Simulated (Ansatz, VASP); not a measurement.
## ZnS: VASP beside Ansatz

Contents of POSCAR:

```
ZnS
1.0
    0.0000000000      2.6587556700      2.6587556700
    2.6587556700      0.0000000000      2.6587556700
    2.6587556700      2.6587556700      0.0000000000
Zn S
1 1
Direct
    0.2500000000      0.2500000000      0.2500000000
    0.0000000000      0.0000000000      0.0000000000
```

The input INCAR.step1:

```
  ALGO = Normal
  EDIFF = 1E-4
  ENCUT = 520
  GGA = PE
  ISMEAR = -1
  LASPH = True
  LCHARG = False
  LREAL = False
  LWAVE = True
  NELM = 60
  PREC = Accurate
  SIGMA = 0.02
```

Contents of INCAR.step2:

```
  ALGO = Normal
  EDIFF = 1E-6
  EDIFFG = -0.01
  ENCUT = 520
  IBRION = 2
  ISIF = 2
  ISMEAR = -1
  ISTART = 1
  LASPH = True
  LCHARG = False
  LMIXTAU = True
  LREAL = False
  LWAVE = False
  METAGGA = R2SCAN
  NELM = 60
  NSW = 50
  PREC = Accurate
  SIGMA = 0.02
```

KPOINTS

```
k-points
0
Gamma
  10 10 10
```

Input for Ansatz:

```yaml
crystal:
  lattice:
    - [0.0, 2.65875567, 2.65875567]
    - [2.65875567, 0.0, 2.65875567]
    - [2.65875567, 2.65875567, 0.0]
  atoms:
    - { symbol: Zn, position: [0.25, 0.25, 0.25] }
    - { symbol: S, position: [0.0, 0.0, 0.0] }
  symmetry: { tolerance: 0.0003 }
hamiltonian:
  xc: r2scan
  pseudopotentials: { kind: paw, azcp: { folder: soft_1 } }
basis:
  ecutwfc: 500
magnetization:
  spin_polarized: false
scf:
  occupations: { method: fermi_dirac, width: 0.02 }
kpoints:
  mp_grid: { grid: [10, 10, 10], shift: [0, 0, 0] }
  band_path:
    path:
      - [0.0, 0.0, 0.0]
      - [-0.5, -0.5, 0.0]
      - [-0.375, -0.375, 0.25]
      - [-0.375, 0.0, 0.375]
      - [0.0, 0.0, 0.0]
      - [0.0, 0.0, 0.5]
      - [-0.5, -0.25, 0.25]
      - [-0.5, -0.5, 0.0]
    npoints: 10
output:
  forces: true
  stress: true
  eigenvalues: true
  write_potential: true
  elf: true
  volumetric_format: npy
  dos: { e_range: [-12, 8], de: 0.05 }
relax:
  max_steps: 30
```

Alike in both runs: task relaxation of the atoms; functional r2SCAN; k mesh 10 × 10 × 10; occupations fermi-dirac, width 0.02 eV; no spin polarisation.

|  | VASP | Ansatz |
| --- | --- | --- |
| version | VASP 6.6.1 | Ansatz 0.2.0 |
| potentials or method | VASP PAW PBE potentials, release 64 (Zn, S), cutoff 520 eV | PAW plane waves |
| valence electrons in the cell | 18 | 18 |

Ansatz gave:

```
gap on the k mesh at the Fermi level, each at its own relaxed structure (eV) : 2.89
```

Estimate VASP's values.

gap on the k mesh at the Fermi level, each at its own relaxed structure (eV): 2.90.

VASP's potentials were made for PBE, not for r2SCAN. Ansatz's warnings: stress scf threshold loose.

Noted on VASP's run: the relaxation stopped at its first step, so nothing moved.
